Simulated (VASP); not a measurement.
H: relaxation of cell and atoms with PBEsol

Crystal: H.

```
H
1.0
     0.00000    1.13246    1.13246
     1.13246    0.00000    1.13246
     1.13246    1.13246    0.00000
H
1
Direct
  0.00000 0.00000 0.00000
```

```json
{
 "Program": "VASP 6.6.1",
 "Task": "relaxation of cell and atoms",
 "Functional": "PBEsol",
 "Potentials or basis": "VASP PAW PBE potentials, release 64 (H)",
 "Cutoff": "600 eV",
 "k mesh": "42 × 42 × 42",
 "Occupations": "gaussian, width 0.1 eV",
 "Spin": "no spin polarisation",
 "Dipole correction": "no",
 "Further INCAR settings": "ALGO = Normal; EDIFF = 1e-06; IBRION = 2; EDIFFG = -0.01; NSW = 100; ISIF = 3"
}
```

| Item | Value |
| --- | --- |
| Pressure after relaxing | 0.1 GPa |
| Band gap on the k mesh | zero (an odd number of electrons rules out a gap without spin polarisation) |

Final structure:
```
H
1.0
     0.00000    1.13246    1.13246
     1.13246    0.00000    1.13246
     1.13246    1.13246    0.00000
H
1
Direct
  0.00000 0.00000 0.00000
```

Levels at points of the mesh, in eV from the Fermi level:
```tsv
k point	band 1	band 2
(0.00, 0.00, 0.00)	-16.77	56.58
(0.50, 0.00, 0.00)	1.15	9.28
(0.50, 0.50, 0.00)	7.71	15.96
```

It took 20 s on 1 thread of Intel Xeon 8259CL, with other jobs on the host, peak memory 0.13 GiB.

Caveat: the atoms stand far beyond bonding distance, and open shells without spin polarisation read as a metal; the PAW data sets were made with another functional, which shifts forces and pressure a little.
